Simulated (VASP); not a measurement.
# Nb (Pm-3m) in VASP: settings compared, part 2 of 2

VASP 6.6.1. Earlier steps stand in the parts before.

## 3. Single point, HSE06

Input file POSCAR:

```
Nb
1.0
    2.7196400000      0.0000000000      0.0000000000
    0.0000000000      2.7196400000      0.0000000000
    0.0000000000      0.0000000000      2.7196400000
Nb
1
Direct
    0.5000000000      0.5000000000      0.5000000000
```

Input file INCAR.step1:

```
SYSTEM = Nb
PREC     = Accurate       ! precision mode
ENCUT    = 520            ! plane-wave cutoff, eV
EDIFF    = 1E-5           ! SCF threshold, eV
ISMEAR   = 1              ! smearing method
SIGMA    = 0.1            ! smearing width, eV
LREAL    = .False.        ! projectors in reciprocal space
LASPH    = .True.         ! aspherical terms in the spheres
NELM     = 60             ! most SCF steps
ALGO     = Normal         ! electronic algorithm
ISIF     = 2              ! what is computed and relaxed
LWAVE    = .True.         ! write WAVECAR
LCHARG   = .False.        ! write CHGCAR
NBANDS   = 12             ! bands
GGA      = PE             ! functional
```

Input file INCAR.step2:

```
SYSTEM = Nb
PREC     = Accurate       ! precision mode
ENCUT    = 520            ! plane-wave cutoff, eV
EDIFF    = 1E-6           ! SCF threshold, eV
ISMEAR   = 1              ! smearing method
SIGMA    = 0.1            ! smearing width, eV
LREAL    = .False.        ! projectors in reciprocal space
LASPH    = .True.         ! aspherical terms in the spheres
NELM     = 60             ! most SCF steps
ALGO     = Normal         ! electronic algorithm
ISIF     = 2              ! what is computed and relaxed
LWAVE    = .False.        ! write WAVECAR
LCHARG   = .False.        ! write CHGCAR
GGA      = PE             ! functional
LHFCALC  = .True.         ! exact exchange
HFSCREEN = 0.2079         ! screening, 1/A
PRECFOCK = Normal       
NBANDS   = 12             ! bands
ISTART   = 1
```

Input file KPOINTS:

```
regular mesh
0
Gamma
  5 5 5
  0 0 0
```

Potentials or basis: VASP PAW PBE potentials, release 64 (Nb_sv).

Run with:

```console
> cat potpaw_PBE.64/Nb_sv/POTCAR > POTCAR
> cp INCAR.step1 INCAR
> mpirun -np 1 vasp_std > vasp.out
> cp INCAR.step2 INCAR
> mpirun -np 1 vasp_std > vasp.out
```

OUTCAR:

```text
SYSTEM = Nb
   PREC = Accurate
   ENCUT = 520
   EDIFF = 1E-6
   ISMEAR = 1
   LREAL = .False.
   LASPH = .True.
   NELM = 60
   ISIF = 2
   GGA = PE
   LHFCALC = .True.
   HFSCREEN = 0.2079
   PRECFOCK = Normal
   ISTART = 1

 ion  position               nearest neighbor table
   1  0.500  0.500  0.500-

  LATTYP: Found a simple cubic cell.
 ALAT       =     2.7196400000

  Lattice vectors:

 A1 = (   2.7196400000,   0.0000000000,   0.0000000000)
 A2 = (   0.0000000000,   2.7196400000,   0.0000000000)
 A3 = (   0.0000000000,   0.0000000000,   2.7196400000)

Analysis of symmetry for initial positions (statically):
=====================================================================
 Subroutine PRICEL returns:
 Original cell was already a primitive cell.

 Routine SETGRP: Setting up the symmetry group for a
 simple cubic supercell.

 Subroutine GETGRP returns: Found 48 space group operations
 (whereof 48 operations were pure point group operations)
 out of a pool of 48 trial point group operations.

The static configuration has the point symmetry O_h .

Analysis of symmetry for dynamics (positions and initial velocities):
=====================================================================
 Subroutine PRICEL returns:
 Original cell was already a primitive cell.

 Routine SETGRP: Setting up the symmetry group for a
 simple cubic supercell.

 Subroutine GETGRP returns: Found 48 space group operations
 (whereof 48 operations were pure point group operations)
 out of a pool of 48 trial point group operations.

The dynamic configuration has the point symmetry O_h .

 Subroutine INISYM returns: Found 48 space group operations
 (whereof 48 operations are pure point group operations),
 and found     1 'primitive' translations

----------------------------------------------------------------------------------------

                                     Primitive cell

  volume of cell :      20.1157

  direct lattice vectors                    reciprocal lattice vectors
     2.719640000  0.000000000  0.000000000     0.367695724  0.000000000  0.000000000
     0.000000000  2.719640000  0.000000000     0.000000000  0.367695724  0.000000000
     0.000000000  0.000000000  2.719640000     0.000000000  0.000000000  0.367695724

  length of vectors
     2.719640000  2.719640000  2.719640000     0.367695724  0.367695724  0.367695724

  position of ions in fractional coordinates (direct lattice)
     0.500000000  0.500000000  0.500000000

  ion indices of the primitive-cell ions
   primitive index   ion index
                 1           1

----------------------------------------------------------------------------------------

 KPOINTS: regular mesh

Automatic generation of k-mesh.
 Grid dimensions read from file:
 generate k-points for:    5    5    5

 Generating k-lattice:

  Cartesian coordinates                     Fractional coordinates (reciprocal lattice)
     0.073539145  0.000000000  0.000000000     0.200000000  0.000000000  0.000000000
     0.000000000  0.073539145  0.000000000     0.000000000  0.200000000  0.000000000
     0.000000000  0.000000000  0.073539145     0.000000000  0.000000000  0.200000000

  Length of vectors
     0.073539145  0.073539145  0.073539145
[... 26 lines left out ...]
   ions per type =               1
   NGX,Y,Z   is equivalent  to a cutoff of  12.23, 12.23, 12.23 a.u.
   NGXF,Y,Z  is equivalent  to a cutoff of  24.45, 24.45, 24.45 a.u.
 SYSTEM =  Nb
   PREC   = accura    normal or accurate (medium, high low for compatibility)
   ISTART =      1    job   : 0-new  1-cont  2-samecut
   ICHARG =      0    charge: 1-file 2-atom 10-const
   ISPIN  =      1    spin polarized calculation?
   LNONCOLLINEAR =      F non collinear calculations
   LSORBIT =      F    spin-orbit coupling
   LASPH  =      T    aspherical Exc in radial PAW
   ENCUT  =  520.0 eV  38.22 Ry    6.18 a.u.   5.06  5.06  5.06*2*pi/ulx,y,z
   NELM   =     60;   NELMIN=  2; NELMDL=  0     # of ELM steps
   EDIFF  = 0.1E-05   stopping-criterion for ELM
   LREAL  =      F    real-space projection
   EDIFFG = 0.1E-04   stopping-criterion for IOM
   NSW    =      0    number of steps for IOM
   IBRION =     -1    ionic relax: 0-MD 1-quasi-New 2-CG
   NFREE  =      0    steps in history (QN), initial steepest desc. (CG)
   ISIF   =      2    stress and relaxation
   ISYM   =      3    0-nonsym 1-usesym 2-fastsym
   POTIM  = 0.5000    time-step for ionic-motion
   TEBEG  =    0.0;   TEEND  =   0.0 temperature during run
   PSTRESS=    0.0 pullay stress
   NELECT =      13.0000    total number of electrons
   NUPDOWN=      -1.0000    fix difference up-down
   EMIN   =  10.00;   EMAX   =-10.00  energy-range for DOS
   EFERMI =   0.00;   METHOD = LEGACY
   ISMEAR =     1;   SIGMA  =   0.10  broadening in eV -4-tet -1-fermi 0-gaus
   EFERMI_NEDOS =   21; number of points for ismear=-14 and -15
   IALGO  =     38    algorithm
   IMIX   =      1    mixing-type and parameters
     AMIX     =   0.40;   BMIX     =  1.00
     AMIX_MAG =   1.60;   BMIX_MAG =  1.00
  volume/ion in A,a.u.               =      20.12       135.75
  Fermi-wavevector in a.u.,A,eV,Ry     =   1.415396  2.674710 27.257162  2.003345
  Thomas-Fermi vector in A             =   2.536839
   LORBIT       =      0    0 simple, 1 ext, 2 COOP (PROOUT), +10 PAW based schemes
   GGA     = PE    functional components
   LHFCALC =     T    Hartree Fock is set to
   PRECFOCK=normal    Normal, Fast or Accurate (Low or Medium for compatibility)
   ENCUT4O =  -1.0   cutoff for four orbital integrals eV
   NKREDX  =     1    reduce k-point grid by
   NKREDY  =     1    reduce k-point grid by
   NKREDZ  =     1    reduce k-point grid by
   AEXX    =    0.2500 exact exchange contribution
   HFSCREEN=    0.2079 screening length (either q_TF or 0.3 A-1)
   HFSCREENC=   0.2079 screening length for correlation (either q_TF or 0.3 A-1)
   ENCUTFOCK=  -1.0 apply spherical cutoff to Coloumb kernel
   IVDW    =     0    specifies the selected vdW correction
   LEPSILON=     F    determine dielectric tensor
   LRPA    =     F    only Hartree local field effects (RPA)
 non-spin polarized calculation
 Methfessel and Paxton  Order N= 1 SIGMA  =   0.10
  energy-cutoff  :      520.00
  volume of cell :       20.12
 maximum number of plane-waves:       553
  NGX = 16; NGY = 16; NGZ = 16

 number of electron      12.9999997 magnetization

 Free energy of the ion-electron system (eV)
  ---------------------------------------------------
  ext. energy  EPLUGINS =         0.00000000
  ---------------------------------------------------
  free energy    TOTEN  =       -10.43294377 eV

  energy without entropy =      -10.43353061  energy(sigma->0) =      -10.43313939

 E-fermi :   9.6189     XC(G=0):  -9.6955

 val. band max:        9.5286860345   @ k =   0.4000   0.2000   0.2000
 cond. band min:       9.6702254679   @ k =   0.4000   0.4000   0.2000
 fundamental gap:      0.1415394334
 Fermi energy:         9.6188967883

 k-point     1 :       0.0000    0.0000    0.0000
  band No.  band energies     occupation
      1     -48.7103      2.00000
      2     -22.4998      2.00000
      3     -22.4998      2.00000
      4     -22.4998      2.00000
      5       3.1675      2.00000
      6       6.1935      2.00000
      7       6.1935      2.00000
      8      15.9947      0.00000
      9      15.9947      0.00000
     10      15.9947      0.00000
     11      25.2615      0.00000
     12      25.2615      0.00000
[... 121 lines left out ...]
 k-point    10 :       0.4000    0.4000    0.4000
  band No.  band energies     occupation
      1     -48.1711      2.00000
      2     -23.5805      2.00000
      3     -23.5556      2.00000
      4     -23.5556      2.00000
      5       7.1244      2.00000
      6       7.9065      2.00000
      7       7.9065      2.00000
      8      15.7150      0.00000
      9      15.7151      0.00000
     10      19.0674      0.00000
     11      19.9485      0.00000
     12      24.9101      0.00000

------------------------ aborting loop because EDIFF is reached ----------------------------------------

  FORCE on cell =-STRESS in cart. coord.  units (eV):
  Direction    XX          YY          ZZ          XY          YZ          ZX
  --------------------------------------------------------------------------------------
  -------------------------------------------------------------------------------------
  Total        0.7570802      0.7570802      0.7570802     -0.0000000     -0.0000000      0.0000000
  in kB       60.3001263     60.3001263     60.3001263     -0.0000000     -0.0000000      0.0000000
  external PRESSURE =      60.3001263 kB  Pullay stress =       0.0000000 kB

 VOLUME and BASIS-vectors are now :
 -----------------------------------------------------------------------------
  energy-cutoff  :      520.00
  volume of cell :       20.12
      direct lattice vectors                 reciprocal lattice vectors
     2.719640000  0.000000000  0.000000000     0.367695724  0.000000000  0.000000000
     0.000000000  2.719640000  0.000000000     0.000000000  0.367695724  0.000000000
     0.000000000  0.000000000  2.719640000     0.000000000  0.000000000  0.367695724

 POSITION                                       TOTAL-FORCE (eV/Angst)
 -----------------------------------------------------------------------------------
      1.35982      1.35982      1.35982         0.000000      0.000000      0.000000
 -----------------------------------------------------------------------------------
    total drift:                                0.000000     -0.000000      0.000000

  FREE ENERGIE OF THE ION-ELECTRON SYSTEM (eV)
  ---------------------------------------------------
  free  energy   TOTEN  =       -10.4329437747 eV

  energy  without entropy=      -10.4335306080  energy(sigma->0) =      -10.43313939
```

Run time: 4.3 min. Hardware: 1 thread of Intel Xeon 8259CL, shared host; peak memory 0.23 GiB.

Results:

- Free energy: -10.4329 eV
- Pressure: 6.0 GPa
- Band gap on the k mesh: zero (an odd number of electrons rules out a gap without spin polarisation)

Caveat: the k points lie up to 0.46 Å⁻¹ apart, too coarse for converged energies and pressures of a metal; the PAW data sets were made with another functional, which shifts forces and pressure a little.

## 4. Single point, HSE06

POSCAR is that of step 3.

Input file INCAR.step1:

```
PREC = Accurate ; ENCUT = 520
EDIFF = 1E-5 ; ISMEAR = 1
SIGMA = 0.1 ; LREAL = F
LASPH = T ; NELM = 60
ALGO = Normal ; ISIF = 2
LWAVE = T ; LCHARG = F
NBANDS = 12 ; GGA = PE
```

Input file INCAR.step2:

```
PREC = Accurate ; ENCUT = 520
EDIFF = 1E-7 ; ISMEAR = 1
SIGMA = 0.1 ; LREAL = F
LASPH = T ; NELM = 60
ALGO = Normal ; ISIF = 2
LWAVE = F ; LCHARG = F
GGA = PE ; LHFCALC = T
HFSCREEN = 0.2079 ; PRECFOCK = Normal
NBANDS = 12 ; ISTART = 1
```

Input file KPOINTS:

```
regular mesh
0
Gamma
  5 5 5
```

Run with:

```console
> cat potpaw_PBE.64/Nb_sv/POTCAR > POTCAR
> cp INCAR.step1 INCAR
> mpirun -np 1 vasp_std > vasp.out
> cp INCAR.step2 INCAR
> mpirun -np 1 vasp_std > vasp.out
```

It took 5.2 min on 1 thread of Intel Xeon 8259CL, shared host; peak memory 0.23 GiB.

Results (log left out):

* Free energy: -10.4329 eV
* Pressure: 6.1 GPa
* Band gap on the k mesh: zero (an odd number of electrons rules out a gap without spin polarisation)

Levels at points of the mesh, in eV from the Fermi level:
```csv
k point,band 4,band 5,band 6,band 7,band 8,band 9,band 10,band 11
"(0.00, 0.00, 0.00)",-32.12,-6.45,-3.43,-3.43,6.38,6.38,6.38,15.64
```

Caveat: the k points lie up to 0.46 Å⁻¹ apart, too coarse for converged energies and pressures of a metal; the PAW data sets were made with another functional, which shifts forces and pressure a little.

The gap in the log of VASP goes by the Fermi energy; the results here count the filled bands.